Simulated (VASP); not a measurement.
# TiO (F-43m) in VASP: further runs

TiO is run at these levels: r2SCAN+U; tasks: single point.

Program: VASP 6.6.1. These are calculated values, not measurements. Logs are shortened: lines on timing, memory, paths and dates and some standing lists are left out, and cuts for length are marked.

### 1 The cell of the first run

It takes space group F-43m (No. 216, cubic). The conventional cell has a = 4.440 Å, b = 4.440 Å, c = 4.440 Å, α = 90.00°, β = 90.00°, γ = 90.00°. Within 2.5 Å of Ti (site symmetry -43m) lie 4 O at 1.92 Å. Within 2.5 Å of O (site symmetry -43m) lie 4 Ti at 1.92 Å.

### 2 Single point, r2SCAN+U

The input, POSCAR:

```
TiO
1.0
    0.0000000000      2.2197804783      2.2197804783
    2.2197804783      0.0000000000      2.2197804783
    2.2197804783      2.2197804783      0.0000000000
Ti O
1 1
Direct
    0.0000000000      0.0000000000      0.0000000000
    0.2500000000      0.2500000000      0.2500000000
```

The input, INCAR.step1:

```
ALGO = Normal
EDIFF = 1E-4
ENCUT = 520
GGA = PE
ISMEAR = 0
LASPH = T
LCHARG = F
LDAU = T
LDAUJ = 0 0
LDAUL = 2 -1
LDAUTYPE = 2
LDAUU = 4 0
LMAXMIX = 4
LREAL = F
LWAVE = T
NBANDS = 16
NELM = 150
PREC = Accurate
SIGMA = 0.1
```

The input, INCAR.step2:

```
ALGO = Normal
EDIFF = 1E-7
ENCUT = 520
ISIF = 2
ISMEAR = 0
ISTART = 1
LASPH = T
LCHARG = F
LDAU = T
LDAUJ = 0 0
LDAUL = 2 -1
LDAUPRINT = 1
LDAUTYPE = 2
LDAUU = 4 0
LMAXMIX = 4
LMIXTAU = T
LREAL = F
LWAVE = F
METAGGA = R2SCAN
NBANDS = 16
NELM = 150
PREC = Accurate
SIGMA = 0.1
```

The input, KPOINTS:

```
k-points
0
Gamma
  16 16 16
```

Potentials or basis: VASP PAW PBE potentials, release 64 (Ti_sv, O).

Run with:

```
$ cat potpaw_PBE.64/Ti_sv/POTCAR potpaw_PBE.64/O/POTCAR > POTCAR
$ cp INCAR.step1 INCAR
$ mpirun -np 1 vasp_std > vasp.out
$ cp INCAR.step2 INCAR
$ mpirun -np 1 vasp_std > vasp.out
```

OUTCAR:

```text
EDIFF = 1E-7
   ENCUT = 520
   ISIF = 2
   ISMEAR = 0
   ISTART = 1
   LASPH = T
   LREAL = F
   METAGGA = R2SCAN
   NELM = 150
   PREC = Accurate

 ion  position               nearest neighbor table
   1  0.000  0.000  0.000-   2 1.92   2 1.92   2 1.92   2 1.92
   2  0.250  0.250  0.250-   1 1.92   1 1.92   1 1.92   1 1.92

  LATTYP: Found a face centered cubic cell.
 ALAT       =     4.4395609566

  Lattice vectors:

 A1 = (   0.0000000000,   2.2197804783,   2.2197804783)
 A2 = (   2.2197804783,   0.0000000000,   2.2197804783)
 A3 = (   2.2197804783,   2.2197804783,   0.0000000000)

Analysis of symmetry for initial positions (statically):
=====================================================================
 Subroutine PRICEL returns:
 Original cell was already a primitive cell.

 Routine SETGRP: Setting up the symmetry group for a
 face centered cubic supercell.

 Subroutine GETGRP returns: Found 24 space group operations
 (whereof 24 operations were pure point group operations)
 out of a pool of 48 trial point group operations.

The static configuration has the point symmetry T_d .

Analysis of symmetry for dynamics (positions and initial velocities):
=====================================================================
 Subroutine PRICEL returns:
 Original cell was already a primitive cell.

 Routine SETGRP: Setting up the symmetry group for a
 face centered cubic supercell.

 Subroutine GETGRP returns: Found 24 space group operations
 (whereof 24 operations were pure point group operations)
 out of a pool of 48 trial point group operations.

The dynamic configuration has the point symmetry T_d .

 Subroutine INISYM returns: Found 24 space group operations
 (whereof 24 operations are pure point group operations),
 and found     1 'primitive' translations

----------------------------------------------------------------------------------------

                                     Primitive cell

  volume of cell :      21.8756

  direct lattice vectors                    reciprocal lattice vectors
     0.000000000  2.219780478  2.219780478    -0.225247499  0.225247499  0.225247499
     2.219780478  0.000000000  2.219780478     0.225247499 -0.225247499  0.225247499
     2.219780478  2.219780478  0.000000000     0.225247499  0.225247499 -0.225247499

  length of vectors
     3.139243658  3.139243658  3.139243658     0.390140112  0.390140112  0.390140112

  position of ions in fractional coordinates (direct lattice)
     0.000000000  0.000000000  0.000000000
     0.250000000  0.250000000  0.250000000

  ion indices of the primitive-cell ions
   primitive index   ion index
                 1           1
                 2           2

----------------------------------------------------------------------------------------

 KPOINTS: k-points

Automatic generation of k-mesh.
 Grid dimensions read from file:
 generate k-points for:   16   16   16

 Generating k-lattice:

  Cartesian coordinates                     Fractional coordinates (reciprocal lattice)
    -0.014077969  0.014077969  0.014077969     0.062500000  0.000000000  0.000000000
     0.014077969 -0.014077969  0.014077969     0.000000000  0.062500000  0.000000000
     0.014077969  0.014077969 -0.014077969     0.000000000  0.000000000  0.062500000

  Length of vectors
     0.024383757  0.024383757  0.024383757

  Shift w.r.t. Gamma in fractional coordinates (k-lattice)
     0.000000000  0.000000000  0.000000000

 Subroutine IBZKPT returns following result:
 ===========================================

 Found    145 irreducible k-points:

 Following reciprocal coordinates:
            Coordinates               Weight
  0.000000  0.000000  0.000000      1.000000
[... 33 lines left out ...]
   PREC   = accura    normal or accurate (medium, high low for compatibility)
   ISTART =      1    job   : 0-new  1-cont  2-samecut
   ICHARG =      0    charge: 1-file 2-atom 10-const
   ISPIN  =      1    spin polarized calculation?
   LNONCOLLINEAR =      F non collinear calculations
   LSORBIT =      F    spin-orbit coupling
   LASPH  =      T    aspherical Exc in radial PAW
   ENCUT  =  520.0 eV  38.22 Ry    6.18 a.u.   5.84  5.84  5.84*2*pi/ulx,y,z
   NELM   =    150;   NELMIN=  2; NELMDL=  0     # of ELM steps
   EDIFF  = 0.1E-06   stopping-criterion for ELM
   LREAL  =      F    real-space projection
   EDIFFG = 0.1E-05   stopping-criterion for IOM
   NSW    =      0    number of steps for IOM
   IBRION =     -1    ionic relax: 0-MD 1-quasi-New 2-CG
   NFREE  =      0    steps in history (QN), initial steepest desc. (CG)
   ISIF   =      2    stress and relaxation
   ISYM   =      2    0-nonsym 1-usesym 2-fastsym
   POTIM  = 0.5000    time-step for ionic-motion
   TEBEG  =    0.0;   TEEND  =   0.0 temperature during run
   PSTRESS=    0.0 pullay stress
   NELECT =      18.0000    total number of electrons
   NUPDOWN=      -1.0000    fix difference up-down
   EMIN   =  10.00;   EMAX   =-10.00  energy-range for DOS
   EFERMI =   0.00;   METHOD = LEGACY
   ISMEAR =     0;   SIGMA  =   0.10  broadening in eV -4-tet -1-fermi 0-gaus
   EFERMI_NEDOS =   21; number of points for ismear=-14 and -15
   IALGO  =     38    algorithm
   IMIX   =      4    mixing-type and parameters
     AMIX     =   0.40;   BMIX     =  1.00
     AMIX_MAG =   1.60;   BMIX_MAG =  1.00
  volume/ion in A,a.u.               =      10.94        73.81
  Fermi-wavevector in a.u.,A,eV,Ry     =   1.534072  2.898975 32.019621  2.353376
  Thomas-Fermi vector in A             =   2.641051
   LORBIT       =      0    0 simple, 1 ext, 2 COOP (PROOUT), +10 PAW based schemes
 LDA+U is selected, type is set to LDAUTYPE =  2
   angular momentum for each species LDAUL =     2   -1
   U (eV)           for each species LDAUU =   4.0  0.0
   J (eV)           for each species LDAUJ =   0.0  0.0
   METAGGA = R2SCAN    functional components
   LHFCALC =     F    Hartree Fock is set to
   AEXX    =    0.0000 exact exchange contribution
   IVDW    =     0    specifies the selected vdW correction
   LEPSILON=     F    determine dielectric tensor
   LRPA    =     F    only Hartree local field effects (RPA)
 non-spin polarized calculation
 Gauss-broadening in eV      SIGMA  =   0.10
  energy-cutoff  :      520.00
  volume of cell :       21.88
 maximum number of plane-waves:       609
   NGX = 11   NGY = 11   NGZ = 11

atom =   1  type =  1  l = 2

 onsite density matrix

spin component  1

  0.2565 -0.0000  0.0000 -0.0000  0.0000
 -0.0000  0.2565  0.0000 -0.0000 -0.0000
  0.0000  0.0000  0.0880 -0.0000  0.0000
 -0.0000 -0.0000 -0.0000  0.2565 -0.0000
  0.0000 -0.0000  0.0000 -0.0000  0.0880

spin component  2

  0.2565 -0.0000  0.0000 -0.0000  0.0000
 -0.0000  0.2565  0.0000 -0.0000 -0.0000
  0.0000  0.0000  0.0880 -0.0000  0.0000
 -0.0000 -0.0000 -0.0000  0.2565 -0.0000
  0.0000 -0.0000  0.0000 -0.0000  0.0880

 occupancies and eigenvectors

  o =  0.0880  v =  0.0000  0.0000 -0.7006  0.0000  0.7136  0.0000  0.0000  0.0000  0.0000  0.0000      0.0000  0.0000  0.0000  0.0000  0.0000  0.0000  0.0000  0.0000  0.0000  0.0000
  o =  0.0880  v =  0.0000  0.0000  0.0000  0.0000  0.0000  0.0000  0.0000 -0.7006  0.0000  0.7136      0.0000  0.0000  0.0000  0.0000  0.0000  0.0000  0.0000  0.0000  0.0000  0.0000
  o =  0.0880  v =  0.0000  0.0000  0.0000  0.0000  0.0000  0.0000  0.0000 -0.7136 -0.0000 -0.7006      0.0000  0.0000  0.0000  0.0000  0.0000  0.0000  0.0000  0.0000  0.0000  0.0000
  o =  0.0880  v =  0.0000  0.0000 -0.7136 -0.0000 -0.7006  0.0000  0.0000  0.0000  0.0000  0.0000      0.0000  0.0000  0.0000  0.0000  0.0000  0.0000  0.0000  0.0000  0.0000  0.0000
  o =  0.2565  v =  0.0000  0.3225 -0.0000 -0.9466  0.0000  0.0000  0.0000  0.0000  0.0000  0.0000      0.0000  0.0000  0.0000  0.0000  0.0000  0.0000  0.0000  0.0000  0.0000  0.0000
  o =  0.2565  v =  0.0000  0.0000  0.0000  0.0000  0.0000  0.0000  0.3225 -0.0000 -0.9466  0.0000      0.0000  0.0000  0.0000  0.0000  0.0000  0.0000  0.0000  0.0000  0.0000  0.0000
  o =  0.2565  v =  0.0000  0.9466  0.0000  0.3225 -0.0000  0.0000  0.0000  0.0000  0.0000  0.0000      0.0000  0.0000  0.0000  0.0000  0.0000  0.0000  0.0000  0.0000  0.0000  0.0000
  o =  0.2565  v =  0.0000  0.0000  0.0000  0.0000  0.0000  0.0000  0.9466  0.0000  0.3225 -0.0000      0.0000  0.0000  0.0000  0.0000  0.0000  0.0000  0.0000  0.0000  0.0000  0.0000
  o =  0.2565  v =  1.0000  0.0000  0.0000  0.0000  0.0000  0.0000  0.0000  0.0000  0.0000  0.0000      0.0000  0.0000  0.0000  0.0000  0.0000  0.0000  0.0000  0.0000  0.0000  0.0000
  o =  0.2565  v =  0.0000  0.0000  0.0000  0.0000  0.0000  1.0000  0.0000  0.0000  0.0000  0.0000      0.0000  0.0000  0.0000  0.0000  0.0000  0.0000  0.0000  0.0000  0.0000  0.0000

 number of electron      18.0000000 magnetization

 Free energy of the ion-electron system (eV)
  ---------------------------------------------------
  ext. energy  EPLUGINS =         0.00000000
  ---------------------------------------------------
  free energy    TOTEN  =       -20.34231286 eV

  energy without entropy =      -20.33607237  energy(sigma->0) =      -20.33919261

 E-fermi :  10.9261     XC(G=0): -12.8153

 val. band max:       10.8988152321   @ k =   0.3125   0.1250   0.0625
 cond. band min:      10.9548136410   @ k =  -0.4375   0.3750   0.1875
 fundamental gap:      0.0559984089
 Fermi energy:        10.9260899980

 k-point     1 :       0.0000    0.0000    0.0000
  band No.  band energies     occupation
      1     -50.8355      2.00000
      2     -25.8670      2.00000
      3     -25.8669      2.00000
      4     -25.8669      2.00000
      5     -13.0385      2.00000
      6       2.0974      2.00000
[... 433 lines left out ...]
      3     -25.8800      2.00000
      4     -25.8707      2.00000
      5     -12.9507      2.00000
      6       1.9352      2.00000
[... 8 lines left out ...]
     15      24.3818      0.00000
     16      25.4983      0.00000

 [... further k-points ...]

------------------------ aborting loop because EDIFF is reached ----------------------------------------

  FORCE on cell =-STRESS in cart. coord.  units (eV):
  Direction    XX          YY          ZZ          XY          YZ          ZX
  --------------------------------------------------------------------------------------
  -------------------------------------------------------------------------------------
  Total        5.5260061      5.5260061      5.5260061      0.0000000     -0.0000000      0.0000000
  in kB      404.7267050    404.7267050    404.7267050      0.0000000     -0.0000000      0.0000000
  external PRESSURE =     404.7267050 kB  Pullay stress =       0.0000000 kB

 VOLUME and BASIS-vectors are now :
 -----------------------------------------------------------------------------
  energy-cutoff  :      520.00
  volume of cell :       21.88
      direct lattice vectors                 reciprocal lattice vectors
     0.000000000  2.219780478  2.219780478    -0.225247499  0.225247499  0.225247499
     2.219780478  0.000000000  2.219780478     0.225247499 -0.225247499  0.225247499
     2.219780478  2.219780478  0.000000000     0.225247499  0.225247499 -0.225247499

 POSITION                                       TOTAL-FORCE (eV/Angst)
 -----------------------------------------------------------------------------------
      0.00000      0.00000      0.00000         0.000000     -0.000000      0.000000
      1.10989      1.10989      1.10989        -0.000000      0.000000     -0.000000
 -----------------------------------------------------------------------------------
    total drift:                                0.000000      0.000000      0.000001

  FREE ENERGIE OF THE ION-ELECTRON SYSTEM (eV)
  ---------------------------------------------------
  free  energy   TOTEN  =       -20.3423128599 eV

  energy  without entropy=      -20.3360723651  energy(sigma->0) =      -20.33919261
```

Run time: 71 s. Hardware: 1 thread of Intel Xeon 6975P-C (Granite Rapids), shared host; peak memory 0.17 GiB.

Results:

| Item | Value |
| --- | --- |
| Free energy | -20.3423 eV |
| Pressure | 40.5 GPa |
| Band gap on the k mesh | zero (bands 9 and 10 overlap by 0.40 eV) |

Eigenvalues of the final occupation matrices:
```csv
site,spin,trace,eigenvalues
site 1 d,1,0.95,0.09 0.09 0.26 0.26 0.26
site 1 d,2,0.95,0.09 0.09 0.26 0.26 0.26
```

Caveat: the cell stands under pressure; the PAW data sets were made with another functional, which shifts forces and pressure a little; U without spin polarisation on a metal has little footing.

### 3 Single point, r2SCAN+U

This run uses another cell than the first one, of 12.72 Å³/atom.

The input, POSCAR:

```
TiO
1.0
    0.0000000000      2.3342312410      2.3342312410
    2.3342312410      0.0000000000      2.3342312410
    2.3342312410      2.3342312410      0.0000000000
Ti O
1 1
Direct
    0.0000000000      0.0000000000      0.0000000000
    0.2500000000      0.2500000000      0.2500000000
```

The input, INCAR.step1:

```
SYSTEM = TiO
PREC = Accurate
ENCUT = 520
ISMEAR = 0
SIGMA = 0.1
LREAL = .FALSE.
LASPH = .TRUE.
NELM = 150
LMAXMIX = 4
LDAU = .TRUE.
LDAUTYPE = 2
LDAUL = 2 -1
LDAUU = 4 0
LDAUJ = 0 0
NBANDS = 16
GGA = PE
ALGO = Normal
EDIFF = 1E-4
LWAVE = .TRUE.
LCHARG = .FALSE.
```

The input, INCAR.step2:

```
SYSTEM = TiO
PREC = Accurate
ENCUT = 520
EDIFF = 1E-6
ISMEAR = 0
SIGMA = 0.1
LREAL = .FALSE.
LASPH = .TRUE.
NELM = 150
ALGO = Normal
ISIF = 2
LWAVE = .FALSE.
LCHARG = .FALSE.
LMAXMIX = 4
LDAU = .TRUE.
LDAUTYPE = 2
LDAUL = 2 -1
LDAUU = 4 0
LDAUJ = 0 0
LDAUPRINT = 1
METAGGA = R2SCAN
LMIXTAU = .TRUE.
NBANDS = 16
ISTART = 1
```

The input, KPOINTS:

```
regular mesh
0
G
  16 16 16
  0 0 0
```

Potentials or basis: VASP PAW PBE potentials, release 64 (Ti_sv, O).

Run with:

```
$ cat potpaw_PBE.64/Ti_sv/POTCAR potpaw_PBE.64/O/POTCAR > POTCAR
$ cp INCAR.step1 INCAR
$ mpirun -np 1 vasp_std > vasp.out
$ cp INCAR.step2 INCAR
$ mpirun -np 1 vasp_std > vasp.out
```

Wall time 2.1 min (1 thread of Intel Xeon 6975P-C (Granite Rapids), shared host); peak memory 0.2 GiB.

It converged, with:

```
Free energy            : -20.7719 eV
Pressure               : 2.3 GPa
Band gap on the k mesh : zero (bands 9 and 10 overlap by 0.18 eV)
```

Levels at points of the mesh, in eV from the Fermi level:
| k point | band 6 | band 7 | band 8 | band 9 | band 10 | band 11 | band 12 | band 13 |
| --- | --- | --- | --- | --- | --- | --- | --- | --- |
| (0.00, 0.00, 0.00) | -7.76 | -7.76 | -7.76 | -1.81 | 0.96 | 0.96 | 2.80 | 2.80 |
| (0.50, 0.00, 0.00) | -8.41 | -7.37 | -7.37 | -0.41 | 1.14 | 1.14 | 1.92 | 1.92 |
| (0.50, 0.50, 0.00) | -8.70 | -6.91 | -6.91 | -2.12 | 0.80 | 1.44 | 1.44 | 1.81 |

Eigenvalues of the final occupation matrices:
```tsv
site	spin	trace	eigenvalues
site 1 d	1	0.86	0.07 0.07 0.24 0.24 0.24
site 1 d	2	0.86	0.07 0.07 0.24 0.24 0.24
```

Caveat: the PAW data sets were made with another functional, which shifts forces and pressure a little; U without spin polarisation on a metal has little footing.

### 4 Single point, r2SCAN+U

This run uses another cell than the first one, of 15.01 Å³/atom.

The input, POSCAR:

```
TiO
1.0
    0.0000000000      2.4666330509      2.4666330509
    2.4666330509      0.0000000000      2.4666330509
    2.4666330509      2.4666330509      0.0000000000
Ti O
1 1
Direct
    0.0000000000      0.0000000000      0.0000000000
    0.2500000000      0.2500000000      0.2500000000
```

The input, INCAR.step1:

```
SYSTEM = TiO
PREC = Accurate ; ENCUT = 520
ISMEAR = 0 ; SIGMA = 0.1
LREAL = .False. ; LASPH = .True.
NELM = 150 ; LMAXMIX = 4
LDAU = .True. ; LDAUTYPE = 2
LDAUL = 2 -1 ; LDAUU = 4 0
LDAUJ = 0 0 ; NBANDS = 16
GGA = PE ; ALGO = Normal
EDIFF = 1E-4 ; LWAVE = .True.
LCHARG = .False.
```

The input, INCAR.step2:

```
SYSTEM = TiO
PREC = Accurate ; ENCUT = 520
EDIFF = 1E-6 ; ISMEAR = 0
SIGMA = 0.1 ; LREAL = .False.
LASPH = .True. ; NELM = 150
ALGO = Normal ; ISIF = 2
LWAVE = .False. ; LCHARG = .False.
LMAXMIX = 4 ; LDAU = .True.
LDAUTYPE = 2 ; LDAUL = 2 -1
LDAUU = 4 0 ; LDAUJ = 0 0
LDAUPRINT = 1 ; METAGGA = R2SCAN
LMIXTAU = .True. ; NBANDS = 16
ISTART = 1
```

The input, KPOINTS:

```
regular mesh
0
Gamma
  16 16 16
  0 0 0
```

Run with:

```
$ cat potpaw_PBE.64/Ti_sv/POTCAR potpaw_PBE.64/O/POTCAR > POTCAR
$ cp INCAR.step1 INCAR
$ mpirun -np 1 vasp_std > vasp.out
$ cp INCAR.step2 INCAR
$ mpirun -np 1 vasp_std > vasp.out
```

Wall time 2.5 min (1 thread of Intel Xeon 6975P-C (Granite Rapids), shared host); peak memory 0.21 GiB.

It converged, with:

```yaml
Free_energy: -20.4853 eV
Pressure: -19.4 GPa
Band_gap_on_the_k_mesh: zero (bands 9 and 10 overlap by 0.04 eV)
```

Levels at points of the mesh, in eV from the Fermi level:
| k point | band 5 | band 6 | band 7 | band 8 | band 9 | band 10 | band 11 | band 12 | band 13 | band 14 |
| --- | --- | --- | --- | --- | --- | --- | --- | --- | --- | --- |
| (0.00, 0.00, 0.00) | -21.80 | -6.68 | -6.68 | -6.68 | -1.85 | 0.92 | 0.92 | 2.12 | 2.12 | 2.12 |
| (0.50, 0.00, 0.00) | -21.44 | -7.42 | -6.39 | -6.39 | -0.42 | 1.04 | 1.04 | 1.44 | 1.44 | 3.84 |
| (0.50, 0.50, 0.00) | -21.33 | -7.53 | -6.10 | -6.10 | -1.73 | 0.75 | 1.04 | 1.04 | 1.56 | 4.90 |

Eigenvalues of the final occupation matrices:
```
    site  spin  trace               eigenvalues
site 1 d     1   0.80  0.05 0.05 0.23 0.23 0.23
site 1 d     2   0.80  0.05 0.05 0.23 0.23 0.23
```

Caveat: the cell stands under tension; the PAW data sets were made with another functional, which shifts forces and pressure a little; U without spin polarisation on a metal has little footing.

### 5 Summary

```tsv
cell	gap on the mesh (eV)	pressure (GPa)
a = 3.139 Å, angles 60.0°, 2 atoms	none	40.5
a = 3.301 Å, angles 60.0°, 2 atoms	none	2.3
a = 3.488 Å, angles 60.0°, 2 atoms	none	-19.4
```

Alike in all rows: task single point; level r2SCAN+U; potentials or basis VASP PAW PBE potentials, release 64 (Ti_sv, O); no spin polarisation; Ti d U = 4.0 eV; k mesh 16 × 16 × 16; cutoff (eV) 520; smearing gaussian 0.1 eV.

Caveats: the PAW data sets were made with another functional, which shifts forces and pressure a little; U without spin polarisation on a metal has little footing; the cell stands under pressure (at least some runs); the cell stands under tension (at least some runs).

Absolute energies hang on the potentials; compare differences alone.
